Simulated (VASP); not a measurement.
InTe4W: relaxation of cell and atoms with PBE

Crystal: InTe4W.

```
CELL_PARAMETERS angstrom
6.32588 0.00000 0.00000
0.00000 6.32588 0.00000
0.00000 0.00000 4.86802
ATOMIC_POSITIONS crystal
In 0.00000 0.00000 0.50000
Te 0.28992 0.00000 0.00000
Te 0.71008 0.00000 0.00000
Te 0.00000 0.28992 0.00000
Te 0.00000 0.71008 0.00000
W 0.50000 0.50000 0.00000
```

```yaml
Program: VASP 6.6.1
Task: relaxation of cell and atoms
Functional: PBE
Potentials_or_basis: VASP PAW PBE potentials, release 64 (In_d, Te, W_sv)
Cutoff: 600 eV
k_mesh: 4 × 4 × 4
Occupations: gaussian, width 0.1 eV
Spin: no spin polarisation
Dipole_correction: no
Further_INCAR_settings: ALGO = Normal; EDIFF = 1e-07; IBRION = 2; EDIFFG = -0.04; NSW = 90; ISIF = 3
```

```yaml
Relaxed_volume: 35.35 Å³/atom
Relaxed_cell: a = 8.213 Å, b = 8.213 Å, c = 3.144 Å, α = 90.00°, β = 90.00°, γ = 90.00°
Space_group_after_relaxing_to_0.05_Å: P4/mmm (No. 123)
Energy_gained_by_relaxing: 734.1 meV/atom
Ionic_steps: 28
Pressure_after_relaxing: 0.0 GPa
```

The path:
```tsv
step	energy change (eV)	largest force (eV/Å)	pressure (GPa)	volume (Å³)
1	0.0000	3.4017	17.07	194.80
2	-2.1853	0.0664	-3.35	308.11
3	-3.0430	0.1331	0.10	251.88
4	-3.0430	0.1468	-0.05	253.12
5	-3.0481	0.0403	-0.19	253.24
6	-3.0495	0.0472	-0.31	253.34
7	-3.0542	0.0899	-0.19	251.08
8	-3.0597	0.1732	0.07	246.72
9	-3.0546	0.3451	0.67	238.10
10	-3.0606	0.2150	0.20	244.59
11	-3.0632	0.2200	0.22	243.80
12	-3.0714	0.2319	0.27	241.41
13	-3.0875	0.2438	0.40	236.61
14	-3.1038	0.2619	0.84	226.91
15	-3.1150	0.2359	0.69	226.48
16	-3.1328	0.2497	0.36	225.25
17	-3.1497	0.2094	-0.17	222.20
18	-3.3278	0.0308	-0.57	213.66
19	-2.2416	0.3018	12.35	186.04
20	-3.4032	0.1269	-0.92	212.01
21	-4.2986	0.2107	1.99	200.59
22	-3.8850	0.0982	6.04	193.72
23	-4.3036	0.2092	2.48	199.52
24	-4.3071	0.1300	2.66	201.29
25	-4.3173	0.1699	2.55	200.48
26	-4.3530	0.1262	1.92	203.06
27	-4.4038	0.0127	0.23	210.95
28	-4.4046	0.0018	0.01	212.07
```

Final structure:
```
In Te W
1.0
     8.21286    0.00000    0.00000
     0.00000    8.21286    0.00000
     0.00000    0.00000    3.14412
In Te W
1 4 1
Direct
  0.00000 0.00000 0.50000
  0.32624 0.00000 0.00000
  0.67376 0.00000 0.00000
  0.00000 0.32624 0.00000
  0.00000 0.67376 0.00000
  0.50000 0.50000 0.00000
```

Levels at points of the mesh, in eV from the Fermi level:
| k point | band 22 | band 23 | band 24 | band 25 | band 26 | band 27 | band 28 | band 29 |
| --- | --- | --- | --- | --- | --- | --- | --- | --- |
| (0.00, 0.00, 0.00) | -0.72 | -0.51 | -0.23 | -0.09 | -0.03 | 1.43 | 1.43 | 2.18 |
| (0.50, 0.00, 0.00) | -0.80 | -0.44 | 0.00 | 0.23 | 1.42 | 1.43 | 1.97 | 2.38 |
| (0.50, 0.50, 0.00) | -0.27 | -0.22 | 0.11 | 1.42 | 1.42 | 1.68 | 2.63 | 2.63 |
| (0.00, 0.00, 0.50) | -1.21 | -1.03 | -0.87 | -0.87 | 0.03 | 0.24 | 0.45 | 1.48 |
| (0.50, 0.00, 0.50) | -1.08 | -0.88 | -0.73 | -0.22 | 0.19 | 0.31 | 0.44 | 0.71 |
| (0.50, 0.50, 0.50) | -0.84 | -0.84 | -0.64 | -0.43 | 0.24 | 0.43 | 0.43 | 0.59 |

It took 41 min on 1 thread of Intel(R) Xeon(R) 6975P-C (Granite Rapids) (shared host), peak memory 0.46 GiB.

Caveat: spin-orbit coupling is left out, which moves the levels of the heavy elements.
